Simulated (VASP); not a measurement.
Pt: single point with pbe exchange, lda correlation

Pt:

```
Pt
1.0
     0.00000    1.94774    1.94774
     1.94774    0.00000    1.94774
     1.94774    1.94774    0.00000
Pt
1
Direct
  0.00000 0.00000 0.00000
```

```yaml
Program: VASP 6.6.1
Task: single point
Functional: pbe exchange, lda correlation
Potentials_or_basis: VASP PAW PBE potentials, release 64 (Pt)
Cutoff: 500 eV
k_mesh: 9 × 9 × 9
Occupations: methfessel-paxton, width 0.01 eV
Spin: non-collinear spin, typed start
Starting_moments: "[[-0.051, -0.199, -0.079]] μB"
```

| Item | Value |
| --- | --- |
| Pressure | 36.8 GPa |
| Band gap on the k mesh | zero (bands 10 and 11 overlap by 2.15 eV) |
| Net moment | 0.03 μB per cell |
| Valence electrons inside the program's atomic spheres | Pt 9.40 |

Levels at points of the mesh, in eV from the Fermi level:
```csv
k point,band 6,band 7,band 8,band 9,band 10,band 11,band 12,band 13,band 14,band 15
"(0.00, 0.00, 0.00)",-3.88,-3.88,-3.88,-1.71,-1.71,-1.69,-1.69,15.03,15.04,19.97
```

Moments on the atoms (μB; x, y, z):
```
Pt  0.01 0.02 0.01
```

It took 2.4 min on 1 thread of Intel(R) Xeon(R) Platinum 8488C (Sapphire Rapids) (shared host), peak memory 0.28 GiB.

Caveat: the cell stands under pressure; the PAW data sets were made with another functional, which shifts forces and pressure a little; spin-orbit coupling is left out, which moves the levels of the heavy elements.
